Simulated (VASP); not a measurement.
Set up this calculation in VASP 6.6.1, as the native input.

```yaml
Task: single point
Functional: r2SCAN
Potentials_or_basis: VASP PAW PBE potentials, release 64 (Hf_pv, O)
Cutoff: 520 eV
k_mesh: 8 × 8 × 8
Occupations: gaussian, width 0.05 eV
Spin: no spin polarisation
Dipole_correction: no
Further_INCAR_settings: ALGO = Normal; EDIFF = 1e-06; NBANDS = 18
```

Crystal: HfO2.

```
CELL_PARAMETERS angstrom
0.00000 2.52916 2.52916
2.68091 0.00000 2.52916
2.68091 2.52916 0.00000
ATOMIC_POSITIONS crystal
Hf 0.00000 0.00000 0.00000
O 0.25000 0.25000 0.25000
O 0.75000 0.75000 0.75000
```

This cell differs from its parent crystal: strain +0.0600 x Voigt [1, 0, 0, 0, 0, 0].

These files were run (other wordings do the same):

POSCAR

```
HfO2
1.0
    0.0000000000      2.5291609861      2.5291609861
    2.6809106453      0.0000000000      2.5291609861
    2.6809106453      2.5291609861      0.0000000000
Hf O
1 2
Direct
    0.0000000000      0.0000000000      0.0000000000
    0.2500000000      0.2500000000      0.2500000000
    0.7500000000      0.7500000000      0.7500000000
```

INCAR.step1

```
  ALGO = Normal
  EDIFF = 1E-4
  ENCUT = 520
  GGA = PE
  ISMEAR = 0
  LASPH = T
  LCHARG = F
  LREAL = F
  LWAVE = T
  NBANDS = 18
  NELM = 80
  PREC = Accurate
  SIGMA = 0.05
```

INCAR.step2

```
  ALGO = Normal
  EDIFF = 1E-6
  ENCUT = 520
  ISIF = 2
  ISMEAR = 0
  ISTART = 1
  LASPH = T
  LCHARG = F
  LMIXTAU = T
  LREAL = F
  LWAVE = F
  METAGGA = R2SCAN
  NBANDS = 18
  NELM = 80
  PREC = Accurate
  SIGMA = 0.05
```

KPOINTS

```
k-points
0
Gamma
  8 8 8
```

Potentials or basis: VASP PAW PBE potentials, release 64 (Hf_pv, O).

The run is started by

```sh
$ cat potpaw_PBE.64/Hf_pv/POTCAR potpaw_PBE.64/O/POTCAR > POTCAR
$ cp INCAR.step1 INCAR
$ mpirun -np 1 vasp_std > vasp.out
$ cp INCAR.step2 INCAR
$ mpirun -np 1 vasp_std > vasp.out
```

It gave:

- Pressure: -17.2 GPa
- Band gap on the k mesh: 3.57 eV (least direct gap 3.76 eV)

Caveat: the cell differs from its parent crystal (strain +0.0600 x Voigt [1, 0, 0, 0, 0, 0]); the cell stands under tension; the PAW data sets were made with another functional, which shifts forces and pressure a little; spin-orbit coupling is left out, which moves the levels of the heavy elements.

It took 100 s on 1 thread of Intel(R) Xeon(R) 6975P-C (Granite Rapids), on a shared host, peak memory 0.18 GiB.
